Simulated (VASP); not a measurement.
TaN (lda), 6 atoms in the cell. Symmetry: P-62m, No. 189, hexagonal system. The conventional cell has a = 5.148 Å, b = 5.148 Å, c = 2.876 Å, α = 90.00°, β = 90.00°, γ = 120.00°. Ta (site symmetry -62m) has 3 N at 2.03 Å within 2.7 Å. Within 2.8 Å of Ta (site symmetry -6) lie 6 N at 2.14 Å. N (site symmetry m2m) has 5 Ta at 2.03 to 2.14 Å within 2.7 Å. 

* Program: VASP 6.6.1
* Task: single point
* Functional: LDA
* Potentials or basis: VASP PAW LDA potentials, release 64 (Ta_sv_GW, N)
* Cutoff: 600 eV
* k mesh: 9 × 9 × 12
* Occupations: gaussian, width 0.1 eV
* Spin: no spin polarisation
* Dipole correction: no
* Second run: valence_matched
* Further INCAR settings: ALGO = Normal; EDIFF = 1e-06; NBANDS = 36

Potentials or basis: VASP PAW LDA potentials, release 64 (Ta_sv_GW, N).

Command:

```sh
$ cat potpaw_LDA.64/Ta_sv_GW/POTCAR potpaw_LDA.64/N/POTCAR > POTCAR
$ mpirun -np 1 vasp_std > vasp.out
```

Hardware: 1 thread of Intel(R) Xeon(R) Platinum 8488C (Sapphire Rapids), on a shared host.

**Question.** Estimate the wall time of this run.

**Answer.** Run time: 6.7 min on 1 thread of Intel(R) Xeon(R) Platinum 8488C (Sapphire Rapids), with other jobs on the host, peak memory 0.31 GiB. Counts: scf iterations 19, k points 84.
